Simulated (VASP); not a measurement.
Input of a VASP 6.6.1 run:

The input INCAR:

```
PREC = Accurate
ENCUT = 500
EDIFF = 1E-6
ISMEAR = -1
SIGMA = 0.05
LREAL = F
LASPH = T
NELM = 120
ALGO = Normal
ISIF = 2
LWAVE = F
LCHARG = F
GGA = PS
NBANDS = 19
GGA_COMPAT = F
```

File KPOINTS:

```
regular mesh
0
Gamma
  13 13 7
```

Contents of POSCAR:

```
Ti
1.0
    2.9695369932      0.0000000000      0.0000000000
   -1.4847684966      2.5716944736      0.0000000000
    0.0000000000      0.0000000000      4.7109942807
Ti
2
Direct
    0.3333333333      0.6666666667      0.2500000000
    0.6666666667      0.3333333333      0.7500000000
```

Potentials or basis: VASP PAW PBE potentials, release 64 (Ti_sv).

Command:

```sh
$ cat potpaw_PBE.64/Ti_sv/POTCAR > POTCAR
$ mpirun -np 1 vasp_std > vasp.out
```

Question: Predict the band gap on the k mesh.

Answer: Zero (bands 12 and 13 overlap by 1.07 eV).

Question: Predict the pressure.

Answer: -7.8 GPa.

Stress tensor (GPa, compression positive):
```
-7.66  0.00  0.00
 0.00 -7.66  0.00
 0.00  0.00 -8.09
```

Caveat: the cell stands under tension; the PAW data sets were made with another functional, which shifts forces and pressure a little.
